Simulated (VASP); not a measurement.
**SiC: single point with PBEsol**

The system is SiC.

```xyz
2
Lattice="0.0000 2.1780 2.1780 2.1780 0.0000 2.1780 2.1780 2.1780 0.0000" Properties=species:S:1:pos:R:3 pbc="T T T"
Si    1.0890    1.0890    1.0890
C     0.0000    0.0000    0.0000
```

| Property | Result |
| --- | --- |
| Program | VASP 6.6.1 |
| Task | single point |
| Functional | PBEsol |
| Potentials or basis | VASP PAW PBE potentials, release 64 (Si, C) |
| Cutoff | 600 eV |
| k mesh | 8 × 8 × 8 |
| Occupations | gaussian, width 0.01 eV |
| Spin | no spin polarisation |
| Dipole correction | no |
| Further INCAR settings | ALGO = Normal; EDIFF = 1e-06; NBANDS = 11 |

| Item | Value |
| --- | --- |
| Pressure | 0.3 GPa |
| Band gap on the k mesh | 1.23 eV, indirect (least direct gap 4.44 eV) |

Levels at points of the mesh, in eV from the valence-band top:
| k point | band 2 | band 3 | band 4 | band 5 | band 6 | band 7 |
| --- | --- | --- | --- | --- | --- | --- |
| (0.00, 0.00, 0.00) | 0.00 | 0.00 | 0.00 | 6.20 | 7.25 | 7.25 |
| (0.50, 0.00, 0.00) | -8.61 | -1.06 | -1.06 | 5.39 | 7.14 | 7.14 |
| (0.50, 0.50, 0.00) | -7.84 | -3.21 | -3.21 | 1.23 | 4.20 | 13.97 |

Wall time 4.7 s on 1 thread of Intel(R) Xeon(R) 6975P-C (Granite Rapids), on a shared host, peak memory 0.15 GiB.

Caveat: the PAW data sets were made with another functional, which shifts forces and pressure a little. A hybrid or GW would open this gap; PBEsol tends to underestimate it.
